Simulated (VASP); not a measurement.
Runs of VASP 6.6.1 on Os. The structure is that of space group R-3m (No. 166), or close to it. The cells are those of the table. 

| task | cell | k mesh | cutoff (eV) | gap on the mesh (eV) | pressure (GPa) | largest force (eV/Å) |
| --- | --- | --- | --- | --- | --- | --- |
| single point | a = 7.119 Å, angles 23.2°, 3 atoms | 9 × 9 × 9 | 520 | none | -48.1 | (a) |
| relaxation of cell and atoms | relaxed from a = 7.119 Å, angles 23.2°, 3 atoms | 9 × 9 × 9 | 600 | none | -0.3 | 0.01 |
| single point | a = 6.692 Å, angles 23.5°, 3 atoms | 21 × 21 × 21 | 520 | none | 0.5 | - |
| single point | a = 6.685 Å, angles 23.5°, 3 atoms | 9 × 9 × 9 | 520 | none | 0.5 | - |

Alike in all rows: level PBEsol; potentials or basis VASP PAW PBE potentials, release 64 (Os); no spin polarisation; smearing gaussian 0.1 eV.

Fill in the values left out.

(a) 0.62.

Caveats: the PAW data sets were made with another functional, which shifts forces and pressure a little; spin-orbit coupling is left out, which moves the levels of the heavy elements.

A k mesh can miss the band edges, and the runs leave out spin-orbit coupling on Os.

A gap of «none» marks levels without a gap at the run's occupations.
